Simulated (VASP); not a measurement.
# La (Im-3m) in VASP: notebook

The runs below take La through relaxation of cell and atoms, with r2SCAN.

Everything below comes from runs of VASP 6.6.1. Logs are shortened: lines on timing, memory, paths and dates and some standing lists are left out, and cuts for length are marked.

### 1 The cell of the first run

The structure is cubic, space group Im-3m (No. 229). The conventional cell has a = 4.248 Å, b = 4.248 Å, c = 4.248 Å, α = 90.00°, β = 90.00°, γ = 90.00°. La (site symmetry m-3m) has 14 La at 3.68 to 4.25 Å within 4.8 Å.

This isn't the form of La at room conditions, which is double hcp.

### 2 Relaxation of cell and atoms, r2SCAN

POSCAR

```
La
1.0
   -2.1238310700      2.1238310700      2.1238310700
    2.1238310700     -2.1238310700      2.1238310700
    2.1238310700      2.1238310700     -2.1238310700
La
1
Direct
    0.0000000000      0.0000000000      0.0000000000
```

INCAR.step1

```
SYSTEM = La
ALGO = Normal ; EDIFF = 1E-4
ENCUT = 600 ; GGA = PE
ISMEAR = -1 ; LASPH = .True.
LCHARG = .False. ; LREAL = .False.
LWAVE = .True. ; NELM = 80
PREC = Accurate ; SIGMA = 0.1
```

INCAR.step2

```
SYSTEM = La
ALGO = Normal ; EDIFF = 1E-6
EDIFFG = -0.03 ; ENCUT = 600
IBRION = 2 ; ISIF = 3
ISMEAR = -1 ; ISTART = 1
LASPH = .True. ; LCHARG = .False.
LMIXTAU = .True. ; LREAL = .False.
LWAVE = .False. ; METAGGA = R2SCAN
NELM = 80 ; NSW = 80
PREC = Accurate ; SIGMA = 0.1
```

KPOINTS

```
k-points
0
Gamma
  7 7 7
  0 0 0
```

Potentials or basis: VASP PAW PBE potentials, release 64 (La).

The run is started by

```
cat potpaw_PBE.64/La/POTCAR > POTCAR
cp INCAR.step1 INCAR
mpirun -np 1 vasp_std > vasp.out
cp INCAR.step2 INCAR
mpirun -np 1 vasp_std > vasp.out
```

OUTCAR:

```text
SYSTEM = La
   EDIFF = 1E-6
   EDIFFG = -0.03
   ENCUT = 600
   IBRION = 2
   ISIF = 3
   ISMEAR = -1
   ISTART = 1
   LASPH = .True.
   LREAL = .False.
   METAGGA = R2SCAN
   NELM = 80
   NSW = 80
   PREC = Accurate

 ion  position               nearest neighbor table
   1  0.000  0.000  0.000-

  LATTYP: Found a body centered cubic cell.
 ALAT       =     4.2476621400

  Lattice vectors:

 A1 = (  -2.1238310700,   2.1238310700,   2.1238310700)
 A2 = (   2.1238310700,  -2.1238310700,   2.1238310700)
 A3 = (   2.1238310700,   2.1238310700,  -2.1238310700)

Analysis of symmetry for initial positions (statically):
=====================================================================
 Subroutine PRICEL returns:
 Original cell was already a primitive cell.

 Routine SETGRP: Setting up the symmetry group for a
 body centered cubic supercell.

 Subroutine GETGRP returns: Found 48 space group operations
 (whereof 48 operations were pure point group operations)
 out of a pool of 48 trial point group operations.

The static configuration has the point symmetry O_h .

Analysis of symmetry for dynamics (positions and initial velocities):
=====================================================================
 Subroutine PRICEL returns:
 Original cell was already a primitive cell.

 Routine SETGRP: Setting up the symmetry group for a
 body centered cubic supercell.

 Subroutine GETGRP returns: Found 48 space group operations
 (whereof 48 operations were pure point group operations)
 out of a pool of 48 trial point group operations.

The dynamic configuration has the point symmetry O_h .

 Subroutine INISYM returns: Found 48 space group operations
 (whereof 48 operations are pure point group operations),
 and found     1 'primitive' translations

----------------------------------------------------------------------------------------

                                     Primitive cell

  volume of cell :      38.3195

  direct lattice vectors                    reciprocal lattice vectors
    -2.123831070  2.123831070  2.123831070     0.000000000  0.235423621  0.235423621
     2.123831070 -2.123831070  2.123831070     0.235423621  0.000000000  0.235423621
     2.123831070  2.123831070 -2.123831070     0.235423621  0.235423621  0.000000000

  length of vectors
     3.678583320  3.678583320  3.678583320     0.332939277  0.332939277  0.332939277

  position of ions in fractional coordinates (direct lattice)
     0.000000000  0.000000000  0.000000000

  ion indices of the primitive-cell ions
   primitive index   ion index
                 1           1

----------------------------------------------------------------------------------------

 KPOINTS: k-points

Automatic generation of k-mesh.
 Grid dimensions read from file:
 generate k-points for:    7    7    7

 Generating k-lattice:

  Cartesian coordinates                     Fractional coordinates (reciprocal lattice)
     0.000000000  0.033631946  0.033631946     0.142857143  0.000000000  0.000000000
     0.033631946  0.000000000  0.033631946     0.000000000  0.142857143  0.000000000
     0.033631946  0.033631946  0.000000000     0.000000000  0.000000000  0.142857143

  Length of vectors
     0.047562754  0.047562754  0.047562754

  Shift w.r.t. Gamma in fractional coordinates (k-lattice)
     0.000000000  0.000000000  0.000000000

 Subroutine IBZKPT returns following result:
 ===========================================

[... 42 lines left out ...]
   EDIFF  = 0.1E-05   stopping-criterion for ELM
   LREAL  =      F    real-space projection
   EDIFFG = -.3E-01   stopping-criterion for IOM
   NSW    =     80    number of steps for IOM
   IBRION =      2    ionic relax: 0-MD 1-quasi-New 2-CG
   NFREE  =      1    steps in history (QN), initial steepest desc. (CG)
   ISIF   =      3    stress and relaxation
   ISYM   =      2    0-nonsym 1-usesym 2-fastsym
   POTIM  = 0.5000    time-step for ionic-motion
   TEBEG  =    0.0;   TEEND  =   0.0 temperature during run
   PSTRESS=    0.0 pullay stress
   NELECT =      11.0000    total number of electrons
   NUPDOWN=      -1.0000    fix difference up-down
   EMIN   =  10.00;   EMAX   =-10.00  energy-range for DOS
   EFERMI =   0.00;   METHOD = LEGACY
   ISMEAR =    -1;   SIGMA  =   0.10  broadening in eV -4-tet -1-fermi 0-gaus
   EFERMI_NEDOS =   21; number of points for ismear=-14 and -15
   IALGO  =     38    algorithm
   IMIX   =      4    mixing-type and parameters
     AMIX     =   0.40;   BMIX     =  1.00
     AMIX_MAG =   1.60;   BMIX_MAG =  1.00
  volume/ion in A,a.u.               =      38.32       258.59
  Fermi-wavevector in a.u.,A,eV,Ry     =   1.079939  2.040788 15.868033  1.166268
  Thomas-Fermi vector in A             =   2.215917
   LORBIT       =      0    0 simple, 1 ext, 2 COOP (PROOUT), +10 PAW based schemes
   METAGGA = R2SCAN    functional components
   LHFCALC =     F    Hartree Fock is set to
   AEXX    =    0.0000 exact exchange contribution
   IVDW    =     0    specifies the selected vdW correction
   LEPSILON=     F    determine dielectric tensor
   LRPA    =     F    only Hartree local field effects (RPA)
 conjugate gradient relaxation of ions
 non-spin polarized calculation
  energy-cutoff  :      600.00
  volume of cell :       38.32
 maximum number of plane-waves:      1296
 NGX is ok and might be reduce to    30
   NGX = 15   NGY = 15   NGZ = 15

--------------------------------------- Ionic step        1  -------------------------------------------

 number of electron      11.0000001 magnetization

 Free energy of the ion-electron system (eV)
  ---------------------------------------------------
  ext. energy  EPLUGINS =         0.00000000
  ---------------------------------------------------
  free energy    TOTEN  =       -29.66988948 eV

  energy without entropy =      -29.58736687  energy(sigma->0) =      -29.62862817

------------------------ aborting loop because EDIFF is reached ----------------------------------------

  FORCE on cell =-STRESS in cart. coord.  units (eV):
  Direction    XX          YY          ZZ          XY          YZ          ZX
  --------------------------------------------------------------------------------------
  -------------------------------------------------------------------------------------
  Total        0.0597296      0.0597296      0.0597296     -0.0000000     -0.0000000     -0.0000000
  in kB        2.4973560      2.4973560      2.4973560     -0.0000000     -0.0000000     -0.0000000
  external PRESSURE =       2.4973560 kB  Pullay stress =       0.0000000 kB

 VOLUME and BASIS-vectors are now :
 -----------------------------------------------------------------------------
  energy-cutoff  :      600.00
  volume of cell :       38.32
      direct lattice vectors                 reciprocal lattice vectors
    -2.123831070  2.123831070  2.123831070     0.000000000  0.235423621  0.235423621
     2.123831070 -2.123831070  2.123831070     0.235423621  0.000000000  0.235423621
     2.123831070  2.123831070 -2.123831070     0.235423621  0.235423621  0.000000000

 POSITION                                       TOTAL-FORCE (eV/Angst)
 -----------------------------------------------------------------------------------
      0.00000      0.00000      0.00000         0.000000     -0.000000      0.000000
 -----------------------------------------------------------------------------------
    total drift:                               -0.000000     -0.000000     -0.000000

  FREE ENERGIE OF THE ION-ELECTRON SYSTEM (eV)
  ---------------------------------------------------
  free  energy   TOTEN  =       -29.6698894790 eV

  energy  without entropy=      -29.5873668666  energy(sigma->0) =      -29.62862817

--------------------------------------- Ionic step        2  -------------------------------------------

 number of electron      11.0000001 magnetization

 Free energy of the ion-electron system (eV)
  ---------------------------------------------------
  ext. energy  EPLUGINS =         0.00000000
  ---------------------------------------------------
  free energy    TOTEN  =       -29.67019888 eV

  energy without entropy =      -29.58780797  energy(sigma->0) =      -29.62900343

 E-fermi :   7.6354     XC(G=0): -10.0545

 val. band max:        7.6100520741   @ k =   0.2857   0.2857   0.0000
 cond. band min:       7.6453118995   @ k =   0.1429   0.1429   0.1429
 fundamental gap:      0.0352598254
 Fermi energy:         7.6353913425

 k-point     1 :       0.0000    0.0000    0.0000
  band No.  band energies     occupation
      1     -26.5618      2.00000
      2      -9.1380      2.00000
      3      -9.1380      2.00000
      4      -9.1380      2.00000
      5       4.2132      2.00000
      6       9.2770      0.00000
      7       9.2770      0.00000
      8       9.2770      0.00000
      9       9.3355      0.00000
[... 217 lines left out ...]
 k-point    20 :      -0.4286    0.4286    0.4286
  band No.  band energies     occupation
      1     -26.2508      2.00000
      2      -9.9918      2.00000
      3      -9.9386      2.00000
      4      -9.9386      2.00000
      5       5.7445      2.00000
      6       5.8904      2.00000
      7       9.5088      0.00000
      8       9.6086      0.00000
      9       9.6154      0.00000

------------------------ aborting loop because EDIFF is reached ----------------------------------------

  FORCE on cell =-STRESS in cart. coord.  units (eV):
  Direction    XX          YY          ZZ          XY          YZ          ZX
  --------------------------------------------------------------------------------------
  -------------------------------------------------------------------------------------
  Total        0.0056637      0.0056637      0.0056637      0.0000000     -0.0000000      0.0000000
  in kB        0.2347685      0.2347685      0.2347685      0.0000000     -0.0000000      0.0000000
  external PRESSURE =       0.2347685 kB  Pullay stress =       0.0000000 kB

 VOLUME and BASIS-vectors are now :
 -----------------------------------------------------------------------------
  energy-cutoff  :      600.00
  volume of cell :       38.65
      direct lattice vectors                 reciprocal lattice vectors
    -2.129950922  2.129950922  2.129950922     0.000000000  0.234747193  0.234747193
     2.129950922 -2.129950922  2.129950922     0.234747193  0.000000000  0.234747193
     2.129950922  2.129950922 -2.129950922     0.234747193  0.234747193  0.000000000

 POSITION                                       TOTAL-FORCE (eV/Angst)
 -----------------------------------------------------------------------------------
      0.00000      4.25990      0.00000         0.000000      0.000000      0.000000
 -----------------------------------------------------------------------------------
    total drift:                                0.000000      0.000000      0.000000

  FREE ENERGIE OF THE ION-ELECTRON SYSTEM (eV)
  ---------------------------------------------------
  free  energy   TOTEN  =       -29.6701988827 eV

  energy  without entropy=      -29.5878079748  energy(sigma->0) =      -29.62900343

 reached required accuracy - stopping structural energy minimisation
```

Wall time 2.9 min (1 thread of Intel Xeon 8259CL, shared host); peak memory 0.19 GiB.

What came out:

```yaml
Free_energy: -29.6702 eV
Relaxed_volume: 38.65 Å³/atom
Relaxed_cell: a = 3.689 Å, b = 3.689 Å, c = 3.689 Å, α = 109.47°, β = 109.47°, γ = 109.47°
Space_group_after_relaxing_to_0.1_Å: Im-3m (No. 229)
Energy_gained_by_relaxing: 0.3 meV/atom
Ionic_steps: 2
Pressure_after_relaxing: 0.0 GPa
Band_gap_on_the_k_mesh: zero (an odd number of electrons rules out a gap without spin polarisation)
```

The path:
```csv
step,energy change (eV),largest force (eV/Å),pressure (GPa),volume (Å³)
1,0.0000,0.0000,0.25,38.32
2,-0.0003,0.0000,0.02,38.65
```

Final structure:
```cif
data_structure
_symmetry_space_group_name_H-M 'P 1'
_symmetry_Int_Tables_number 1
_cell_length_a 3.6892
_cell_length_b 3.6892
_cell_length_c 3.6892
_cell_angle_alpha 109.471
_cell_angle_beta 109.471
_cell_angle_gamma 109.471
_cell_volume 38.65
loop_
_atom_site_label
_atom_site_type_symbol
_atom_site_fract_x
_atom_site_fract_y
_atom_site_fract_z
_atom_site_occupancy
La1 La 0.00000 0.00000 0.00000 1
```

Caveat: the PAW data sets were made with another functional, which shifts forces and pressure a little; spin-orbit coupling is left out, which moves the levels of the heavy elements.

### 3 Relaxation of cell and atoms, r2SCAN, target pressure 5 GPa, at which the enthalpy is minimised

POSCAR is that of step 2.

INCAR.step1

```
SYSTEM = La
PREC = Accurate
ENCUT = 600
ISMEAR = -1
SIGMA = 0.1
LREAL = .FALSE.
LASPH = .TRUE.
NELM = 60
GGA = PE
ALGO = Normal
EDIFF = 1E-4
LWAVE = .TRUE.
LCHARG = .FALSE.
```

INCAR.step2

```
SYSTEM = La
PREC = Accurate
ENCUT = 600
EDIFF = 1E-6
ISMEAR = -1
SIGMA = 0.1
LREAL = .FALSE.
LASPH = .TRUE.
NELM = 60
ALGO = Normal
ISIF = 3
LWAVE = .FALSE.
LCHARG = .FALSE.
METAGGA = R2SCAN
LMIXTAU = .TRUE.
IBRION = 2
NSW = 80
EDIFFG = -0.03
PSTRESS = 50.0
ISTART = 1
```

KPOINTS

```
regular mesh
0
G
  7 7 7
  0 0 0
```

Potentials or basis: VASP PAW PBE potentials, release 64 (La).

The run is started by

```
cat potpaw_PBE.64/La/POTCAR > POTCAR
cp INCAR.step1 INCAR
mpirun -np 1 vasp_std > vasp.out
cp INCAR.step2 INCAR
mpirun -np 1 vasp_std > vasp.out
```

Run time: 4.5 min. Hardware: 1 thread of Intel Xeon 8259CL, shared host; peak memory 0.2 GiB.

Results (log left out):

* Free energy: -29.5921 eV
* Relaxed volume: 33.27 Å³/atom
* Relaxed cell: a = 3.509 Å, b = 3.509 Å, c = 3.509 Å, α = 109.47°, β = 109.47°, γ = 109.47°
* Space group after relaxing (to 0.1 Å): Im-3m (No. 229)
* Energy change on relaxing (the run minimises the enthalpy): +77.8 meV/atom
* Ionic steps: 3
* Pressure after relaxing: 5.0 GPa
* Band gap on the k mesh: zero (an odd number of electrons rules out a gap without spin polarisation)

The path:
| step | energy change (eV) | largest force (eV/Å) | pressure (GPa) | volume (Å³) |
| --- | --- | --- | --- | --- |
| 1 | 0.0000 | 0.0000 | 0.25 | 38.32 |
| 2 | 0.1094 | 0.0000 | 6.13 | 32.36 |
| 3 | 0.0778 | 0.0000 | 5.05 | 33.27 |

Final structure:
```xyz
1
Lattice="-2.0260 2.0260 2.0260 2.0260 -2.0260 2.0260 2.0260 2.0260 -2.0260" Properties=species:S:1:pos:R:3 pbc="T T T"
La    0.0000    0.0000    0.0000
```

Levels at points of the mesh, in eV from the Fermi level:
| k point | band 3 | band 4 | band 5 | band 6 | band 7 | band 8 | band 9 |
| --- | --- | --- | --- | --- | --- | --- | --- |
| (0.00, 0.00, 0.00) | -16.20 | -16.20 | -3.20 | 1.80 | 1.80 | 1.80 | 1.91 |

Caveat: the cell is relaxed towards a set pressure, so the run minimises the enthalpy, not the energy; the PAW data sets were made with another functional, which shifts forces and pressure a little; spin-orbit coupling is left out, which moves the levels of the heavy elements.

[end of part 1 of 2]
